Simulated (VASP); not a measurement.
A run of VASP 6.6.1 is set up as follows.

The input INCAR:

```
PREC     = Accurate       # precision mode
ENCUT    = 600            # plane-wave cutoff, eV
EDIFF    = 1E-7           # SCF threshold, eV
ISMEAR   = 0              # smearing method
SIGMA    = 0.1            # smearing width, eV
LREAL    = False          # projectors in reciprocal space
LASPH    = True           # aspherical terms in the spheres
NELM     = 80             # most SCF steps
ALGO     = Normal         # electronic algorithm
ISIF     = 3              # what is computed and relaxed
LWAVE    = False          # write WAVECAR
LCHARG   = False          # write CHGCAR
GGA      = PE             # functional
IBRION   = 2              # ionic algorithm
NSW      = 100            # ionic steps
EDIFFG   = -0.01          # ionic threshold
```

The input KPOINTS:

```
regular mesh
0
Gamma
  10 10 8
```

Contents of POSCAR:

```
Si2C
1.0
    3.9495047698      0.0000000000      0.0000000000
    0.0000000000      3.9495047698      0.0000000000
    0.0000000000      0.0000000000      4.8281492350
Si C
4 2
Direct
    0.5000000000      0.0000000000      0.2559650400
    0.0000000000      0.5000000000      0.2559650400
    0.5000000000      0.0000000000      0.7440349600
    0.0000000000      0.5000000000      0.7440349600
    0.5000000000      0.5000000000      0.1567390038
    0.5000000000      0.5000000000      0.8432609962
```

Potentials or basis: VASP PAW PBE potentials, release 64 (Si, C).

Command:

```bash
$ cat potpaw_PBE.64/Si/POTCAR potpaw_PBE.64/C/POTCAR > POTCAR
$ mpirun -np 1 vasp_std > vasp.out
```

Q: Predict the relaxed cell.

A: a = 3.938 Å, b = 3.938 Å, c = 4.864 Å, α = 90.00°, β = 90.00°, γ = 90.00°.

Q: What does it give for the band gap on the k mesh?

A: Zero (bands 12 and 13 overlap by 2.63 eV).

Q: Predict the space group after relaxing (to 0.1 Å).

A: P4/mmm (No. 123).

Step by step:
```
step  energy change (eV)  largest force (eV/Å)  pressure (GPa)  volume (Å³)
   1              0.0000                0.3226            0.13        75.31
   2             -0.0103                0.2150           -0.16        75.43
   3             -0.0108                0.1826           -0.13        75.41
   4             -0.0112                0.1679            0.34        75.32
   5             -0.0118                0.0298            0.13        75.35
   6             -0.0120                0.0141            0.00        75.43
   7             -0.0120                0.0022            0.03        75.41
```
